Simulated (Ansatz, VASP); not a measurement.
## One calculation of Ti4C, two programs

File INCAR:

```
SYSTEM = Ti4C
ALGO = Normal
EDIFF = 1E-6
EDIFFG = -0.04
ENCUT = 600
GGA = PE
IBRION = 2
ISIF = 3
ISMEAR = 0
LASPH = .True.
LCHARG = .False.
LREAL = .False.
LWAVE = .False.
NELM = 60
NSW = 90
PREC = Accurate
SIGMA = 0.1
```

Contents of KPOINTS:

```
k-points
0
Gamma
  4 4 4
  0 0 0
```

File POSCAR:

```
Ti4C
1.0
    4.1405354500      0.0000000000      0.0000000000
    0.0000000000      4.1405354500      0.0000000000
    0.0000000000      0.0000000000      4.1405354500
Ti C
4 1
Direct
    0.0000000000      0.0000000000      0.0000000000
    0.5000000000      0.5000000000      0.0000000000
    0.5000000000      0.0000000000      0.5000000000
    0.0000000000      0.5000000000      0.5000000000
    0.5000000000      0.5000000000      0.5000000000
```

Input for Ansatz:

```yaml
crystal:
  lattice:
    - [4.14053545, 0.0, 0.0]
    - [0.0, 4.14053545, 0.0]
    - [0.0, 0.0, 4.14053545]
  atoms:
    - { symbol: Ti, position: [0.0, 0.0, 0.0] }
    - { symbol: Ti, position: [0.5, 0.5, 0.0] }
    - { symbol: Ti, position: [0.5, 0.0, 0.5] }
    - { symbol: Ti, position: [0.0, 0.5, 0.5] }
    - { symbol: C, position: [0.5, 0.5, 0.5] }
basis:
  ecutwfc: 420
kpoints:
  mp_grid: { grid: [4, 4, 4] }
hamiltonian:
  xc: pbe
scf:
  occupations: { method: gaussian, width: 0.1 }
  lower_state_search: "off"
output:
  forces: true
  stress: true
  eigenvalues: true
relax:
  adjacent_minimum: "off"
  f_tol: 0.04
  max_steps: 70
  cell: { stress_tol: 0.4 }
```

Change from the starting cell: species swapped into the Ni4N type (Pm-3m, No. 221).

Alike in both runs: task relaxation of cell and atoms; functional PBE; k mesh 4 × 4 × 4; occupations gaussian, width 0.1 eV; no spin polarisation.

|  | VASP | Ansatz |
| --- | --- | --- |
| version | VASP 6.6.1 | Ansatz 0.2.0 |
| potentials or method | VASP PAW PBE potentials, release 64 (Ti_sv, C), cutoff 600 eV | scalar-relativistic, plane waves, PAW |
| valence electrons in the cell | 52 | 52 |

|  | VASP | Ansatz | Ansatz less VASP |
| --- | --- | --- | --- |
| gap on the k mesh at the Fermi level, each at its own relaxed structure (eV) | none | none | - |
| relaxed volume (Å³/atom) | 15.10 | 15.10 | +0.003 |
| relaxed length of the cell vector where the two differ most in proportion (Å) | 4.227 | 4.227 | +0.0002 |

A gap of «none» marks a metal or a gap that the smearing closes.

The k mesh is coarse, so the values compare programs but aren't converged.
